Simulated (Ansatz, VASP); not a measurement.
One calculation of GaP, two programs

```
Ga P
1.0
     0.00000    2.75254    2.75254
     2.75254    0.00000    2.75254
     2.75254    2.75254    0.00000
Ga P
1 1
Direct
  0.00000 0.00000 0.00000
  0.25000 0.25000 0.25000
```

Alike in both runs: functional PBE; k mesh 8 × 8 × 8; occupations gaussian, width 0.02 eV; no spin polarisation.

Ansatz relaxed the structure, and its values are those at the end. VASP's run is a single point on that final structure, the one shown.

|  | VASP | Ansatz |
| --- | --- | --- |
| version | VASP 6.6.1 | Ansatz 0.2.0 |
| potentials or method | VASP PAW PBE potentials, release 64 (Ga_d, P), cutoff 520 eV | scalar-relativistic, plane waves, PAW |
| valence electrons in the cell | 18 | 18 |

|  | VASP | Ansatz | Ansatz less VASP |
| --- | --- | --- | --- |
| gap on the k mesh at the Fermi level (eV) | 1.58 | 1.58 | +0.003 |
| least direct gap on the mesh (eV) | 1.58 | 1.58 | +0.003 |
| pressure (GPa) | 0.0 | 0.0 | +0.07 |
